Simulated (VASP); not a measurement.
# Pd (Fm-3m) in VASP: further runs

Pd is run at these levels: PBE; tasks: single point, relaxation of cell and atoms.

Program: VASP 6.6.1. These are calculated values, not measurements. Logs are shortened: lines on timing, memory, paths and dates and some standing lists are left out, and cuts for length are marked.

**1. The cell of the first run**

Symmetry: Fm-3m, No. 225, cubic system. The conventional cell has a = 3.942 Å, b = 3.942 Å, c = 3.942 Å, α = 90.00°, β = 90.00°, γ = 90.00°. Pd (site symmetry m-3m) has 12 Pd at 2.79 Å within 3.7 Å.

**2. Single point, PBE**

INCAR reads:

```
PREC = Accurate
ENCUT = 500
EDIFF = 1E-6
ISMEAR = 0
SIGMA = 0.1
LREAL = False
LASPH = True
NELM = 120
ALGO = Normal
ISIF = 2
LWAVE = False
LCHARG = False
GGA = PE
NBANDS = 11
GGA_COMPAT = False
```

KPOINTS reads:

```
regular mesh
0
Gamma
  18 18 18
```

POSCAR reads:

```
Pd
1.0
    0.0000000000      1.9710069640      1.9710069640
    1.9710069640      0.0000000000      1.9710069640
    1.9710069640      1.9710069640      0.0000000000
Pd
1
Direct
    0.0000000000      0.0000000000      0.0000000000
```

Potentials or basis: VASP PAW PBE potentials, release 64 (Pd).

On the command line:

```
$ cat potpaw_PBE.64/Pd/POTCAR > POTCAR
$ mpirun -np 1 vasp_std > vasp.out
```

OUTCAR:

```text
PREC = Accurate
   ENCUT = 500
   EDIFF = 1E-6
   ISMEAR = 0
   LREAL = False
   LASPH = True
   NELM = 120
   ISIF = 2
   GGA = PE

 ion  position               nearest neighbor table
   1  0.000  0.000  0.000-

  LATTYP: Found a face centered cubic cell.
 ALAT       =     3.9420139280

  Lattice vectors:

 A1 = (   0.0000000000,   1.9710069640,   1.9710069640)
 A2 = (   1.9710069640,   0.0000000000,   1.9710069640)
 A3 = (   1.9710069640,   1.9710069640,   0.0000000000)

Analysis of symmetry for initial positions (statically):
=====================================================================
 Subroutine PRICEL returns:
 Original cell was already a primitive cell.

 Routine SETGRP: Setting up the symmetry group for a
 face centered cubic supercell.

 Subroutine GETGRP returns: Found 48 space group operations
 (whereof 48 operations were pure point group operations)
 out of a pool of 48 trial point group operations.

The static configuration has the point symmetry O_h .

Analysis of symmetry for dynamics (positions and initial velocities):
=====================================================================
 Subroutine PRICEL returns:
 Original cell was already a primitive cell.

 Routine SETGRP: Setting up the symmetry group for a
 face centered cubic supercell.

 Subroutine GETGRP returns: Found 48 space group operations
 (whereof 48 operations were pure point group operations)
 out of a pool of 48 trial point group operations.

The dynamic configuration has the point symmetry O_h .

 Subroutine INISYM returns: Found 48 space group operations
 (whereof 48 operations are pure point group operations),
 and found     1 'primitive' translations

----------------------------------------------------------------------------------------

                                     Primitive cell

  volume of cell :      15.3142

  direct lattice vectors                    reciprocal lattice vectors
     0.000000000  1.971006964  1.971006964    -0.253677440  0.253677440  0.253677440
     1.971006964  0.000000000  1.971006964     0.253677440 -0.253677440  0.253677440
     1.971006964  1.971006964  0.000000000     0.253677440  0.253677440 -0.253677440

  length of vectors
     2.787424780  2.787424780  2.787424780     0.439382214  0.439382214  0.439382214

  position of ions in fractional coordinates (direct lattice)
     0.000000000  0.000000000  0.000000000

  ion indices of the primitive-cell ions
   primitive index   ion index
                 1           1

----------------------------------------------------------------------------------------

 KPOINTS: regular mesh

Automatic generation of k-mesh.
 Grid dimensions read from file:
 generate k-points for:   18   18   18

 Generating k-lattice:

  Cartesian coordinates                     Fractional coordinates (reciprocal lattice)
    -0.014093191  0.014093191  0.014093191     0.055555556  0.000000000  0.000000000
     0.014093191 -0.014093191  0.014093191     0.000000000  0.055555556  0.000000000
     0.014093191  0.014093191 -0.014093191     0.000000000  0.000000000  0.055555556

  Length of vectors
     0.024410123  0.024410123  0.024410123

  Shift w.r.t. Gamma in fractional coordinates (k-lattice)
     0.000000000  0.000000000  0.000000000

 Subroutine IBZKPT returns following result:
 ===========================================

 Found    195 irreducible k-points:

 Following reciprocal coordinates:
            Coordinates               Weight
  0.000000  0.000000  0.000000      1.000000
  0.055556  0.000000  0.000000      8.000000
  0.111111  0.000000  0.000000      8.000000
  0.166667  0.000000  0.000000      8.000000
  0.222222  0.000000  0.000000      8.000000
  0.277778  0.000000  0.000000      8.000000
[... 16 lines left out ...]
 -0.277778  0.055556  0.000000     24.000000
 -0.222222  0.055556  0.000000     24.000000
 [... further k-points ...]
   k-points           NKPTS =    195   k-points in BZ     NKDIM =    195   number of bands    NBANDS=     11
   number of dos      NEDOS =    301   number of ions     NIONS =      1
   total plane-waves  NPLWV =   8000
   dimension x,y,z NGX =    20 NGY =   20 NGZ =   20
   dimension x,y,z NGXF=    40 NGYF=   40 NGZF=   40
   ions per type =               1
   NGX,Y,Z   is equivalent  to a cutoff of  11.93, 11.93, 11.93 a.u.
   NGXF,Y,Z  is equivalent  to a cutoff of  23.86, 23.86, 23.86 a.u.
 SYSTEM =  unknown system
   PREC   = accura    normal or accurate (medium, high low for compatibility)
   ISTART =      0    job   : 0-new  1-cont  2-samecut
   ICHARG =      2    charge: 1-file 2-atom 10-const
   ISPIN  =      1    spin polarized calculation?
   LNONCOLLINEAR =      F non collinear calculations
   LSORBIT =      F    spin-orbit coupling
   LASPH  =      T    aspherical Exc in radial PAW
   ENCUT  =  500.0 eV  36.75 Ry    6.06 a.u.   5.08  5.08  5.08*2*pi/ulx,y,z
   NELM   =    120;   NELMIN=  2; NELMDL= -5     # of ELM steps
   EDIFF  = 0.1E-05   stopping-criterion for ELM
   LREAL  =      F    real-space projection
   EDIFFG = 0.1E-04   stopping-criterion for IOM
   NSW    =      0    number of steps for IOM
   IBRION =     -1    ionic relax: 0-MD 1-quasi-New 2-CG
   NFREE  =      0    steps in history (QN), initial steepest desc. (CG)
   ISIF   =      2    stress and relaxation
   ISYM   =      2    0-nonsym 1-usesym 2-fastsym
   POTIM  = 0.5000    time-step for ionic-motion
   TEBEG  =    0.0;   TEEND  =   0.0 temperature during run
   PSTRESS=    0.0 pullay stress
   NELECT =      10.0000    total number of electrons
   NUPDOWN=      -1.0000    fix difference up-down
   EMIN   =  10.00;   EMAX   =-10.00  energy-range for DOS
   EFERMI =   0.00;   METHOD = LEGACY
   ISMEAR =     0;   SIGMA  =   0.10  broadening in eV -4-tet -1-fermi 0-gaus
   EFERMI_NEDOS =   21; number of points for ismear=-14 and -15
   IALGO  =     38    algorithm
   IMIX   =      4    mixing-type and parameters
     AMIX     =   0.40;   BMIX     =  1.00
     AMIX_MAG =   1.60;   BMIX_MAG =  1.00
  volume/ion in A,a.u.               =      15.31       103.35
  Fermi-wavevector in a.u.,A,eV,Ry     =   1.420289  2.683957 27.445949  2.017220
  Thomas-Fermi vector in A             =   2.541220
   LORBIT       =      0    0 simple, 1 ext, 2 COOP (PROOUT), +10 PAW based schemes
   GGA     = PE    functional components
   LHFCALC =     F    Hartree Fock is set to
   AEXX    =    0.0000 exact exchange contribution
   IVDW    =     0    specifies the selected vdW correction
   LEPSILON=     F    determine dielectric tensor
   LRPA    =     F    only Hartree local field effects (RPA)
 non-spin polarized calculation
 Gauss-broadening in eV      SIGMA  =   0.10
  energy-cutoff  :      500.00
  volume of cell :       15.31
 maximum number of plane-waves:       397
   NGX = 11   NGY = 11   NGZ = 11

 number of electron      10.0000000 magnetization

 number of electron       9.9999995 magnetization

 Free energy of the ion-electron system (eV)
  ---------------------------------------------------
  ext. energy  EPLUGINS =         0.00000000
  ---------------------------------------------------
  free energy    TOTEN  =        -5.22591681 eV

  energy without entropy =       -5.21368867  energy(sigma->0) =       -5.21980274

 E-fermi :   9.1563     XC(G=0): -12.9519

 val. band max:        9.1549244316   @ k =  -0.4444   0.3889   0.1111
 cond. band min:       9.1622928037   @ k =  -0.3889   0.3889   0.0556
 fundamental gap:      0.0073683721
 Fermi energy:         9.1562944842

 k-point     1 :       0.0000    0.0000    0.0000
  band No.  band energies     occupation
      1       2.3095      2.00000
      2       6.4881      2.00000
      3       6.4881      2.00000
      4       6.4881      2.00000
      5       8.0026      2.00000
      6       8.0026      2.00000
      7      26.3296      0.00000
      8      30.8939      0.00000
      9      30.8939      0.00000
     10      30.8939      0.00000
     11      35.4821      0.00000

 k-point     2 :       0.0556    0.0000    0.0000
  band No.  band energies     occupation
      1       2.4183      2.00000
      2       6.4506      2.00000
      3       6.5252      2.00000
      4       6.5252      2.00000
      5       7.9850      2.00000
      6       7.9850      2.00000
      7      26.4371      0.00000
      8      30.1329      0.00000
      9      31.0113      0.00000
     10      31.0113      0.00000
     11      35.5922      0.00000

 k-point     3 :       0.1111    0.0000    0.0000
  band No.  band energies     occupation
      1       2.7332      2.00000
      2       6.3571      2.00000
      3       6.6221      2.00000
      4       6.6221      2.00000
      5       7.9484      2.00000
      6       7.9484      2.00000
      7      26.6541      0.00000
      8      28.6109      0.00000
      9      31.3418      0.00000
     10      31.3418      0.00000
     11      36.0608      0.00000

 k-point     4 :       0.1667    0.0000    0.0000
  band No.  band energies     occupation
      1       3.2102      2.00000
      2       6.2700      2.00000
      3       6.7306      2.00000
      4       6.7306      2.00000
      5       7.9441      2.00000
      6       7.9441      2.00000
      7      26.1579      0.00000
      8      27.5646      0.00000
      9      31.8111      0.00000
     10      31.8111      0.00000
     11      35.0003      0.00000
[... 239 lines left out ...]
 k-point    22 :      -0.3333    0.0556    0.0000
  band No.  band energies     occupation
      1       4.3202      2.00000
      2       6.5706      2.00000
      3       6.6483      2.00000
      4       7.5876      2.00000
      5       8.4989      2.00000
      6       9.1998      0.53801
      7      19.7013      0.00000
      8      26.3962      0.00000
      9      29.8465      0.00000
     10      31.8936      0.00000
     11      34.8658      0.00000

 k-point    23 :      -0.2778    0.0556    0.0000
  band No.  band energies     occupation
      1       4.2690      2.00000
      2       6.6294      2.00000
      3       6.7537      2.00000
      4       6.8491      2.00000
      5       8.1653      2.00000
      6       8.7367      2.00000
      7      21.7286      0.00000
      8      26.8737      0.00000
      9      30.4475      0.00000
     10      33.2827      0.00000
     11      33.9538      0.00000

 k-point    24 :      -0.2222    0.0556    0.0000
  band No.  band energies     occupation
      1       3.9811      2.00000
      2       6.2831      2.00000
      3       6.7965      2.00000
      4       6.8277      2.00000
      5       7.8944      2.00000
      6       8.3882      2.00000
      7      23.7781      0.00000
      8      27.2672      0.00000
      9      30.9206      0.00000
     10      33.3884      0.00000
     11      33.6978      0.00000

 [... further k-points ...]

------------------------ aborting loop because EDIFF is reached ----------------------------------------

  FORCE on cell =-STRESS in cart. coord.  units (eV):
  Direction    XX          YY          ZZ          XY          YZ          ZX
  --------------------------------------------------------------------------------------
  -------------------------------------------------------------------------------------
  Total       -0.0210166     -0.0210166     -0.0210166     -0.0000000     -0.0000000     -0.0000000
  in kB       -2.1987673     -2.1987673     -2.1987673     -0.0000000     -0.0000000     -0.0000000
  external PRESSURE =      -2.1987673 kB  Pullay stress =       0.0000000 kB

 VOLUME and BASIS-vectors are now :
 -----------------------------------------------------------------------------
  energy-cutoff  :      500.00
  volume of cell :       15.31
      direct lattice vectors                 reciprocal lattice vectors
     0.000000000  1.971006964  1.971006964    -0.253677440  0.253677440  0.253677440
     1.971006964  0.000000000  1.971006964     0.253677440 -0.253677440  0.253677440
     1.971006964  1.971006964  0.000000000     0.253677440  0.253677440 -0.253677440

 POSITION                                       TOTAL-FORCE (eV/Angst)
 -----------------------------------------------------------------------------------
      0.00000      0.00000      0.00000         0.000000      0.000000      0.000000
 -----------------------------------------------------------------------------------
    total drift:                                0.000000      0.000000      0.000000

  FREE ENERGIE OF THE ION-ELECTRON SYSTEM (eV)
  ---------------------------------------------------
  free  energy   TOTEN  =        -5.2259168057 eV

  energy  without entropy=       -5.2136886750  energy(sigma->0) =       -5.21980274
```

Wall time 52 s (1 thread of Intel Xeon 8259CL, shared host); peak memory 0.15 GiB.

Results:

* Free energy: -5.2259 eV
* Pressure: -0.2 GPa
* Band gap on the k mesh: zero (band 5 reaches 9.43 eV, above the bottom of band 6 at 7.94 eV)

[end of part 1 of 2]
